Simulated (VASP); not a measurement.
B2P, 3 atoms in the cell. The structure is trigonal, space group R-3m (No. 166). Conventional cell: a = 3.030 Å, b = 3.030 Å, c = 11.775 Å, α = 90.00°, β = 90.00°, γ = 120.00°. B (site symmetry 3m) has 1 B at 1.66 Å and 3 P at 2.08 Å within 2.2 Å. P (site symmetry -3m) has 6 B at 2.08 Å within 2.8 Å. 

* Program: VASP 6.6.1
* Task: single point
* Functional: PBE-based screened hybrid with 25 % exact exchange
* Potentials or basis: VASP PAW PBE potentials, release 64 (B, P)
* Cutoff: 520 eV
* k mesh: 5 × 5 × 5
* Occupations: fermi-dirac, width 0.05 eV
* Spin: no spin polarisation
* Dipole correction: no
* Grid for exact exchange (PRECFOCK): Normal
* Share of exact exchange: 0.25
* Further INCAR settings: ALGO = Normal; EDIFF = 1e-07; NBANDS = 12
* Screening parameter: 0.6 1/Å

Potentials or basis: VASP PAW PBE potentials, release 64 (B, P).

Command:

```console
$ cat potpaw_PBE.64/B/POTCAR potpaw_PBE.64/P/POTCAR > POTCAR
$ cp INCAR.step1 INCAR
$ mpirun -np 1 vasp_std > vasp.out
$ cp INCAR.step2 INCAR
$ mpirun -np 1 vasp_std > vasp.out
```

Hardware: 1 thread of Intel(R) Xeon(R) Platinum 8488C (Sapphire Rapids), on a shared host.

**Question.** Estimate the wall time of this run.

**Answer.** It took 8.2 min on 1 thread of Intel(R) Xeon(R) Platinum 8488C (Sapphire Rapids), with other jobs on the host, peak memory 0.27 GiB. Counts: k points 19.
